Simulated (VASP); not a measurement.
# CoO (Fm-3m) in VASP: a series of runs

The runs below take CoO through electric field gradients, density of states, with PBE.

Program: VASP 6.6.1. These are calculated values, not measurements. Logs are shortened: lines on timing, memory, paths and dates and some standing lists are left out, and cuts for length are marked.

## 1. The cell of the first run

Symmetry: Fm-3m, No. 225, cubic system. The conventional cell has a = 4.291 Å, b = 4.291 Å, c = 4.291 Å, α = 90.00°, β = 90.00°, γ = 90.00°. Within 2.8 Å of Co (site symmetry m-3m) lie 6 O at 2.15 Å. O (site symmetry m-3m) has 6 Co at 2.15 Å within 2.8 Å.

## 2. Electric field gradients, PBE, collinear spin, ferromagnetic start (volume scaled by 1.02)

INCAR

```
SYSTEM = CoO
ALGO = Normal
EDIFF = 1E-8
ENCUT = 520
GGA = PE
ISIF = 2
ISMEAR = -1
ISPIN = 2
LASPH = .TRUE.
LCHARG = .FALSE.
LEFG = .TRUE.
LMAXMIX = 4
LORBIT = 11
LREAL = .FALSE.
LWAVE = .FALSE.
MAGMOM = 2 0
NBANDS = 18
NELM = 150
PREC = Accurate
SIGMA = 0.05
```

KPOINTS

```
k-points
0
G
  16 16 16
  0 0 0
```

POSCAR

```
CoO
1.0
    0.0000000000      2.1456163054      2.1456163054
    2.1456163054      0.0000000000      2.1456163054
    2.1456163054      2.1456163054      0.0000000000
Co O
1 1
Direct
    0.0000000000      0.0000000000      0.0000000000
    0.5000000000      0.5000000000      0.5000000000
```

Potentials or basis: VASP PAW PBE potentials, release 64 (Co, O).

Run with:

```sh
cat potpaw_PBE.64/Co/POTCAR potpaw_PBE.64/O/POTCAR > POTCAR
mpirun -np 1 vasp_std > vasp.out
```

OUTCAR:

```text
SYSTEM = CoO
   EDIFF = 1E-8
   ENCUT = 520
   GGA = PE
   ISIF = 2
   ISMEAR = -1
   ISPIN = 2
   LASPH = .TRUE.
   LORBIT = 11
   LREAL = .FALSE.
   NELM = 150
   PREC = Accurate

 ion  position               nearest neighbor table
   1  0.000  0.000  0.000-   2 2.15   2 2.15   2 2.15   2 2.15   2 2.15   2 2.15
   2  0.500  0.500  0.500-   1 2.15   1 2.15   1 2.15   1 2.15   1 2.15   1 2.15

  LATTYP: Found a face centered cubic cell.
 ALAT       =     4.2912326108

  Lattice vectors:

 A1 = (   0.0000000000,   2.1456163054,   2.1456163054)
 A2 = (   2.1456163054,   0.0000000000,   2.1456163054)
 A3 = (   2.1456163054,   2.1456163054,   0.0000000000)

Analysis of symmetry for initial positions (statically):
=====================================================================
 Subroutine PRICEL returns:
 Original cell was already a primitive cell.

 Routine SETGRP: Setting up the symmetry group for a
 face centered cubic supercell.

 Subroutine GETGRP returns: Found 48 space group operations
 (whereof 48 operations were pure point group operations)
 out of a pool of 48 trial point group operations.

The static configuration has the point symmetry O_h .

Analysis of symmetry for dynamics (positions and initial velocities):
=====================================================================
 Subroutine PRICEL returns:
 Original cell was already a primitive cell.

 Routine SETGRP: Setting up the symmetry group for a
 face centered cubic supercell.

 Subroutine GETGRP returns: Found 48 space group operations
 (whereof 48 operations were pure point group operations)
 out of a pool of 48 trial point group operations.

The dynamic configuration has the point symmetry O_h .

Analysis of structural, dynamic, and magnetic symmetry:
=====================================================================
 Subroutine PRICEL returns:
 Original cell was already a primitive cell.

 Routine SETGRP: Setting up the symmetry group for a
 face centered cubic supercell.

 Subroutine GETGRP returns: Found 48 space group operations
 (whereof 48 operations were pure point group operations)
 out of a pool of 48 trial point group operations.

The overall configuration has the point symmetry O_h .

 Subroutine INISYM returns: Found 48 space group operations
 (whereof 48 operations are pure point group operations),
 and found     1 'primitive' translations

----------------------------------------------------------------------------------------

                                     Primitive cell

  volume of cell :      19.7554

  direct lattice vectors                    reciprocal lattice vectors
     0.000000000  2.145616305  2.145616305    -0.233033278  0.233033278  0.233033278
     2.145616305  0.000000000  2.145616305     0.233033278 -0.233033278  0.233033278
     2.145616305  2.145616305  0.000000000     0.233033278  0.233033278 -0.233033278

  length of vectors
     3.034359679  3.034359679  3.034359679     0.403625477  0.403625477  0.403625477

  position of ions in fractional coordinates (direct lattice)
     0.000000000  0.000000000  0.000000000
     0.500000000  0.500000000  0.500000000

  ion indices of the primitive-cell ions
   primitive index   ion index
                 1           1
                 2           2

----------------------------------------------------------------------------------------

 KPOINTS: k-points

Automatic generation of k-mesh.
 Grid dimensions read from file:
 generate k-points for:   16   16   16

 Generating k-lattice:

  Cartesian coordinates                     Fractional coordinates (reciprocal lattice)
    -0.014564580  0.014564580  0.014564580     0.062500000  0.000000000  0.000000000
     0.014564580 -0.014564580  0.014564580     0.000000000  0.062500000  0.000000000
[... 54 lines left out ...]
   LSORBIT =      F    spin-orbit coupling
   LASPH  =      T    aspherical Exc in radial PAW
   ENCUT  =  520.0 eV  38.22 Ry    6.18 a.u.   5.64  5.64  5.64*2*pi/ulx,y,z
   NELM   =    150;   NELMIN=  2; NELMDL= -5     # of ELM steps
   EDIFF  = 0.1E-07   stopping-criterion for ELM
   LREAL  =      F    real-space projection
   EDIFFG = 0.1E-06   stopping-criterion for IOM
   NSW    =      0    number of steps for IOM
   IBRION =     -1    ionic relax: 0-MD 1-quasi-New 2-CG
   NFREE  =      0    steps in history (QN), initial steepest desc. (CG)
   ISIF   =      2    stress and relaxation
   ISYM   =      2    0-nonsym 1-usesym 2-fastsym
   POTIM  = 0.5000    time-step for ionic-motion
   TEBEG  =    0.0;   TEEND  =   0.0 temperature during run
   PSTRESS=    0.0 pullay stress
   NELECT =      15.0000    total number of electrons
   NUPDOWN=      -1.0000    fix difference up-down
   EMIN   =  10.00;   EMAX   =-10.00  energy-range for DOS
   EFERMI =   0.00;   METHOD = LEGACY
   ISMEAR =    -1;   SIGMA  =   0.05  broadening in eV -4-tet -1-fermi 0-gaus
   EFERMI_NEDOS =   21; number of points for ismear=-14 and -15
   IALGO  =     38    algorithm
   IMIX   =      4    mixing-type and parameters
     AMIX     =   0.40;   BMIX     =  1.00
     AMIX_MAG =   1.60;   BMIX_MAG =  1.00
  volume/ion in A,a.u.               =       9.88        66.66
  Fermi-wavevector in a.u.,A,eV,Ry     =   1.493516  2.822336 30.349017  2.230590
  Thomas-Fermi vector in A             =   2.605906
   LORBIT       =     11    0 simple, 1 ext, 2 COOP (PROOUT), +10 PAW based schemes
   GGA     = PE    functional components
   LHFCALC =     F    Hartree Fock is set to
   AEXX    =    0.0000 exact exchange contribution
   IVDW    =     0    specifies the selected vdW correction
   LEPSILON=     F    determine dielectric tensor
   LRPA    =     F    only Hartree local field effects (RPA)
 spin polarized calculation
  energy-cutoff  :      520.00
  volume of cell :       19.76
 maximum number of plane-waves:       544
   NGX = 11   NGY = 11   NGZ = 11

 number of electron      15.0000007 magnetization       2.9487928

 Free energy of the ion-electron system (eV)
  ---------------------------------------------------
  ext. energy  EPLUGINS =         0.00000000
  ---------------------------------------------------
  free energy    TOTEN  =       -13.05292153 eV

  energy without entropy =      -13.01793388  energy(sigma->0) =      -13.03542771

 E-fermi :   7.5898     XC(G=0): -12.2823

 val. band max:        7.5877881958   @ k =  -0.2500   0.1875   0.0000
 cond. band min:       7.5938024433   @ k =  -0.1875   0.3125   0.1250
 fundamental gap:      0.0060142475
 Fermi energy:         7.5898467313

 spin component 1

 k-point     1 :       0.0000    0.0000    0.0000
  band No.  band energies     occupation
      1     -12.3882      1.00000
      2       4.3322      1.00000
      3       4.3322      1.00000
      4       4.5452      1.00000
      5       4.5452      1.00000
      6       4.5452      1.00000
[... 493 lines left out ...]
     17      30.3114      0.00000
     18      33.0963      0.00000

 [... further k-points ...]

 spin component 2

 k-point     1 :       0.0000    0.0000    0.0000
  band No.  band energies     occupation
      1     -11.8710      1.00000
      2       5.1558      1.00000
      3       5.1558      1.00000
      4       5.1558      1.00000
      5       6.5431      1.00000
      6       6.5431      1.00000
[... 493 lines left out ...]
     17      31.1200      0.00000
     18      33.9266      0.00000

 [... further k-points ...]
[... 5 lines left out ...]
  --------------------------------------------------------------------------------------
  -------------------------------------------------------------------------------------
  Total       -0.6659665     -0.6659665     -0.6659665      0.0000000     -0.0000000      0.0000000
  in kB      -54.0103207    -54.0103207    -54.0103207      0.0000000     -0.0000000      0.0000000
  external PRESSURE =     -54.0103207 kB  Pullay stress =       0.0000000 kB

 VOLUME and BASIS-vectors are now :
 -----------------------------------------------------------------------------
  energy-cutoff  :      520.00
  volume of cell :       19.76
      direct lattice vectors                 reciprocal lattice vectors
     0.000000000  2.145616305  2.145616305    -0.233033278  0.233033278  0.233033278
     2.145616305  0.000000000  2.145616305     0.233033278 -0.233033278  0.233033278
     2.145616305  2.145616305  0.000000000     0.233033278  0.233033278 -0.233033278

 POSITION                                       TOTAL-FORCE (eV/Angst)
 -----------------------------------------------------------------------------------
      0.00000      0.00000      0.00000         0.000000      0.000000      0.000000
      2.14562      2.14562      2.14562        -0.000000      0.000000     -0.000000
 -----------------------------------------------------------------------------------
    total drift:                                0.000000     -0.000000     -0.000000

  FREE ENERGIE OF THE ION-ELECTRON SYSTEM (eV)
  ---------------------------------------------------
  free  energy   TOTEN  =       -13.0529215323 eV

  energy  without entropy=      -13.0179338807  energy(sigma->0) =      -13.03542771

 Electric field gradients (V/A^2)
---------------------------------------------------------------------
 ion       V_xx      V_yy      V_zz      V_xy      V_xz      V_yz
---------------------------------------------------------------------
   1      -0.000    -0.000     0.000     0.001     0.001     0.001
   2       0.000    -0.000    -0.000    -0.002    -0.002    -0.002
---------------------------------------------------------------------

 Electric field gradients after diagonalization (V/A^2)
 (convention: |V_zz| > |V_xx| > |V_yy|)
----------------------------------------------------------------------
 ion       V_xx      V_yy      V_zz     asymmetry (V_yy - V_xx)/ V_zz
----------------------------------------------------------------------
   1      -0.001    -0.001     0.003       0.000
   2       0.002     0.002    -0.004       0.000
----------------------------------------------------------------------

           NMR quadrupolar parameters

 Cq : quadrupolar parameter    Cq=e*Q*V_zz/h
 eta: asymmetry parameters     (V_yy - V_xx)/ V_zz
 Q  : nuclear electric quadrupole moment in mb (millibarn)
----------------------------------------------------------------------
 ion       Cq(MHz)       eta       Q (mb)
----------------------------------------------------------------------
   1       0.000       0.000       1.000
   2      -0.000       0.000       1.000
----------------------------------------------------------------------

 total charge

# of ion       s       p       d       tot
------------------------------------------
    1        0.288   0.342   7.125   7.755
    2        1.556   3.414   0.000   4.970
--------------------------------------------------
tot          1.844   3.756   7.125  12.725

 magnetization (x)

# of ion       s       p       d       tot
------------------------------------------
    1        0.020   0.017   2.551   2.588
    2        0.028   0.280   0.000   0.308
--------------------------------------------------
tot          0.048   0.297   2.551   2.896
```

Run time: 44 s. Hardware: 1 thread of Intel Xeon 6975P-C (Granite Rapids), shared host; peak memory 0.2 GiB.

Results:

| Item | Value |
| --- | --- |
| Free energy | -13.0529 eV |
| Pressure | -5.4 GPa |
| Net moment | 2.95 μB per cell |
| Site moments | Co +2.59; O +0.31 μB |
| Valence electrons inside the program's atomic spheres | Co 7.75; O 4.97 |

Caveat: without QUAD_EFG the Cq values of the log hold for a quadrupole moment of 1 mb, not for the nuclei; a cell with one magnetic atom can't hold antiferromagnetic order, which such compounds often take; semilocal functionals often make such compounds metallic where correlation or magnetic order opens a gap, which also shifts bond lengths.

(Part 1 of 3 ends here.)
